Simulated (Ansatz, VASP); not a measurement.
## CdS: VASP beside Ansatz

Contents of POSCAR:

```
CdS
1.0
    4.1646012827      0.0000000000      0.0000000000
   -2.0823006414      3.6066505075      0.0000000000
    0.0000000000      0.0000000000      6.8336705949
Cd S
2 2
Direct
    0.3333333333      0.6666666667      0.0001468416
    0.6666666667      0.3333333333      0.5001468416
    0.3333333333      0.6666666667      0.3748531584
    0.6666666667      0.3333333333      0.8748531584
```

The input INCAR.step1:

```
SYSTEM = CdS
  ALGO = Normal
  EDIFF = 1E-4
  ENCUT = 520
  GGA = PE
  ISMEAR = 0
  LASPH = .TRUE.
  LCHARG = .FALSE.
  LREAL = .FALSE.
  LWAVE = .TRUE.
  NBANDS = 26
  NELM = 100
  PREC = Accurate
  SIGMA = 0.01
```

INCAR.step2

```
SYSTEM = CdS
  ALGO = Normal
  EDIFF = 1E-6
  ENCUT = 520
  ISIF = 2
  ISMEAR = 0
  ISTART = 1
  LASPH = .TRUE.
  LCHARG = .TRUE.
  LELF = .TRUE.
  LMIXTAU = .TRUE.
  LREAL = .FALSE.
  LVHAR = .TRUE.
  LWAVE = .FALSE.
  METAGGA = R2SCAN
  NBANDS = 26
  NELM = 100
  PREC = Accurate
  SIGMA = 0.01
```

File KPOINTS:

```
k-points
0
G
  12 12 4
  0 0 0
```

Input for Ansatz:

```yaml
crystal:
  lattice:
    - [4.1646012827, 0.0, 0.0]
    - [-2.0823006414, 3.6066505075, 0.0]
    - [0.0, 0.0, 6.8336705949]
  atoms:
    - { symbol: Cd, position: [0.3333333333, 0.6666666667, 0.0001468416] }
    - { symbol: Cd, position: [0.6666666667, 0.3333333333, 0.5001468416] }
    - { symbol: S, position: [0.3333333333, 0.6666666667, 0.3748531584] }
    - { symbol: S, position: [0.6666666667, 0.3333333333, 0.8748531584] }
kpoints:
  mp_grid: { grid: [12, 12, 4] }
  band_path:
    path:
      - [0.0, 0.0, 0.0]
      - [0.5, 0.0, 0.0]
      - [0.3333333333, 0.3333333333, 0.0]
      - [0.0, 0.0, 0.5]
      - [0.5, 0.0, 0.5]
      - [0.3333333333, 0.3333333333, 0.5]
    npoints: 1
hamiltonian:
  xc: r2scan
scf:
  occupations: { method: fixed }
  n_extra_bands: 5
output:
  forces: true
  stress: true
  eigenvalues: true
  write_density: true
  write_potential: true
  elf: true
  volumetric_format: npy
```

Change from the starting cell: uniaxial_z strain +1.0%.

Alike in both runs: task single point; functional r2SCAN; k mesh 12 × 12 × 4; no spin polarisation.

|  | VASP | Ansatz |
| --- | --- | --- |
| version | VASP 6.6.1 | Ansatz 0.2.0 |
| potentials or method | VASP PAW PBE potentials, release 64 (Cd, S) | plane waves, PAW |
| plane-wave cutoff (eV) | 520 | 500 |
| occupations | gaussian, width 0.01 eV | fixed |
| valence electrons in the cell | 36 | 52 |

```tsv
	VASP	Ansatz	Ansatz less VASP
gap on the k mesh at the Fermi level (eV)	1.58	1.59	+0.006
pressure (GPa)	-0.3	-0.6	-0.30
traceless stress, the component that is largest in VASP (GPa)	-0.32	-0.32	0.000
```

VASP's potentials were made for PBE, not for r2SCAN. VASP's potentials hold 36 valence electrons a cell and Ansatz's 52, so a difference there can come from the potentials and not from the codes.
